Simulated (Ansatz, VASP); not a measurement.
**One calculation of LiCl, two programs**

```
CELL_PARAMETERS angstrom
0.00000 2.56477 2.56477
2.56477 0.00000 2.56477
2.56477 2.56477 0.00000
ATOMIC_POSITIONS crystal
Cl 0.50000 0.50000 0.50000
Li 0.00000 0.00000 0.00000
```

Alike in both runs: task relaxation of cell and atoms; functional revPBE; dispersion D3(BJ); k mesh 9 × 9 × 9; occupations fermi-dirac, width 0.05 eV; no spin polarisation.

```csv
,VASP,Ansatz
version,VASP 6.6.1,Ansatz 0.2.0
potentials or method,"VASP PAW PBE potentials, release 64 (Cl, Li_sv)",Ansatz PAW
plane-wave cutoff (eV),600,420
valence electrons in the cell,10,10
```

VASP gave:

```
relaxed volume (Å³/atom)                                     : 15.60
relaxed cell length with the largest relative difference (Å) : 3.534
```

Problem. Estimate Ansatz's values.

Solution. Relaxed volume (Å³/atom): 15.69; relaxed cell length with the largest relative difference (Å): 3.540.

VASP's potentials were made for PBE, not for revPBE.

Noted on VASP's run: the cutoff is short for stress, so the pressure is rough. Noted on Ansatz's run: odd divisions of the mesh miss points on the zone boundary, where band edges often lie, so the gap on the mesh can be too wide; the plane-wave basis is chosen anew once the cell has moved, so the energies of steps on either side of that aren't comparable.
